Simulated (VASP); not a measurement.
Se: relaxation of cell and atoms with PBE

The system is Se.

```
CELL_PARAMETERS angstrom
5.65532 3.26510 1.61317
-5.65532 3.26510 1.61317
0.00000 -6.53021 1.61317
ATOMIC_POSITIONS crystal
Se 0.84914 0.72592 0.09273
Se 0.72592 0.09273 0.84914
Se 0.09273 0.84914 0.72592
Se 0.15086 0.27408 0.90727
Se 0.27408 0.90727 0.15086
Se 0.90727 0.15086 0.27408
```

- Program: VASP 6.6.1
- Task: relaxation of cell and atoms
- Functional: PBE
- Potentials or basis: VASP PAW PBE potentials, release 64 (Se)
- Cutoff: 600 eV
- k mesh: 6 × 6 × 6
- Occupations: gaussian, width 0.02 eV
- Spin: no spin polarisation
- Dipole correction: no
- Further INCAR settings: ALGO = Normal; EDIFF = 1e-07; IBRION = 2; EDIFFG = -0.005; NSW = 100; ISIF = 3

```json
{
 "Relaxed volume": "32.95 Å³/atom",
 "Relaxed cell": "a = 6.657 Å, b = 6.657 Å, c = 6.657 Å, α = 112.49°, β = 112.49°, γ = 112.49°",
 "Space group after relaxing (to 0.1 Å)": "R-3 (No. 148)",
 "Energy gained by relaxing": "12.7 meV/atom",
 "Ionic steps": "28",
 "Pressure after relaxing": "0.0 GPa",
 "Largest force after relaxing": "0.005 eV/Å",
 "Band gap on the k mesh": "1.56 eV (least direct gap 1.64 eV)"
}
```

Forces in eV/Å, atoms in the order of the input:
```
Se  -0.001 -0.004  0.000
Se  -0.003  0.003  0.000
Se   0.004  0.001  0.000
Se   0.001  0.004  0.000
Se   0.003 -0.003  0.000
Se  -0.004 -0.001  0.000
```

The path:
```
step  energy change (eV)  largest force (eV/Å)  pressure (GPa)  volume (Å³)
   1              0.0000                0.3600            1.56       178.73
   2              0.0001                0.3600           -1.36       186.36
   3             -0.0271                0.0704            0.03       182.45
   4             -0.0296                0.0659            0.03       182.77
   5             -0.0363                0.0521            0.02       183.71
   6             -0.0476                0.0270            0.03       185.58
   7             -0.0607                0.0654            0.12       189.20
   8             -0.0447                0.2440            0.48       196.00
   9             -0.0607                0.1384            0.29       191.26
  10             -0.0633                0.0965            0.09       192.30
  11             -0.0647                0.0724           -0.20       193.85
  12             -0.0669                0.0609           -0.15       194.03
  13             -0.0707                0.0388            0.00       194.52
  14             -0.0709                0.0399            0.04       194.66
  15             -0.0713                0.0396            0.01       194.88
  16             -0.0722                0.0472           -0.08       195.53
  17             -0.0728                0.0831           -0.25       196.84
  18             -0.0730                0.0815           -0.25       196.86
  19             -0.0733                0.0769           -0.23       196.93
  20             -0.0739                0.0678           -0.19       197.07
  21             -0.0748                0.0509           -0.12       197.35
  22             -0.0752                0.0343            0.03       197.90
  23             -0.0753                0.0346           -0.01       197.75
  24             -0.0754                0.0312           -0.01       197.73
  25             -0.0756                0.0216            0.01       197.68
  26             -0.0759                0.0157            0.04       197.58
  27             -0.0759                0.0034           -0.02       197.74
  28             -0.0759                0.0046           -0.01       197.71
```

Final structure:
```
CELL_PARAMETERS angstrom
5.53433 3.19525 1.86338
-5.53433 3.19525 1.86338
0.00000 -6.39050 1.86338
ATOMIC_POSITIONS crystal
Se 0.86167 0.73351 0.11342
Se 0.73351 0.11342 0.86167
Se 0.11342 0.86167 0.73351
Se 0.13833 0.26649 0.88658
Se 0.26649 0.88658 0.13833
Se 0.88658 0.13833 0.26649
```

Levels at points of the mesh, in eV from the valence-band top:
```csv
k point,band 15,band 16,band 17,band 18,band 19,band 20,band 21,band 22
"(0.00, 0.00, 0.00)",-0.58,-0.55,-0.32,-0.32,2.20,2.20,2.64,3.00
"(0.50, 0.00, 0.00)",-0.95,-0.56,-0.16,0.00,2.15,2.32,2.54,2.87
"(0.50, 0.50, 0.00)",-1.03,-0.92,-0.68,0.00,1.64,2.25,2.56,2.64
"(0.50, 0.50, 0.50)",-0.98,-0.90,-0.90,-0.54,1.82,1.82,2.52,3.26
```

Run time: 46 min on 1 thread of Intel(R) Xeon(R) 6975P-C (Granite Rapids) (shared host), peak memory 0.53 GiB.

Caveat: this functional lacks dispersion, which holds the molecules together, so the pressure and a relaxed volume are unreliable. A k mesh can miss the band edges.
